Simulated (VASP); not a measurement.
Write the native input for VASP 6.6.1 that does the following.

- Task: single point
- Functional: PBEsol
- Potentials or basis: VASP PAW PBE potentials, release 64 (C)
- Cutoff: 520 eV
- k mesh: 14 × 14 × 14
- Occupations: gaussian, width 0.02 eV
- Spin: no spin polarisation
- Dipole correction: no
- Further INCAR settings: ALGO = Normal; EDIFF = 1e-06; NBANDS = 11

The structure of C lies in POSCAR:

```
C
1.0
    0.0000000000      2.3091562800      3.5943458400
    1.2152410800      0.0000000000      3.5943458400
    1.2152410800      2.3091562800      0.0000000000
C
2
Direct
    0.1431627127      0.8568372873      0.1431627127
    0.8568372873      0.1431627127      0.8568372873
```

This cell differs from its parent crystal: strained and its atoms moved.

The input as run:

INCAR

```
SYSTEM = C
  ALGO = Normal
  EDIFF = 1E-6
  ENCUT = 520
  GGA = PS
  ISIF = 2
  ISMEAR = 0
  LASPH = .TRUE.
  LCHARG = .FALSE.
  LREAL = .FALSE.
  LWAVE = .FALSE.
  NBANDS = 11
  NELM = 60
  PREC = Accurate
  SIGMA = 0.02
```

KPOINTS

```
k-points
0
G
  14 14 14
  0 0 0
```

Potentials or basis: VASP PAW PBE potentials, release 64 (C).

Command:

```sh
$ cat potpaw_PBE.64/C/POTCAR > POTCAR
$ mpirun -np 1 vasp_std > vasp.out
```

It gave:

The pressure is -15.1 GPa. The largest force is 8.353 eV/Å and the band gap on the k mesh is zero (band 4 reaches 3.89 eV, above the bottom of band 5 at 2.42 eV).

Caveat: the cell differs from its parent crystal (strained and its atoms moved); the PAW data sets were made with another functional, which shifts forces and pressure a little.

It took 30 s on 1 thread of Intel(R) Xeon(R) 6975P-C (Granite Rapids), with other jobs on the host, peak memory 0.19 GiB.
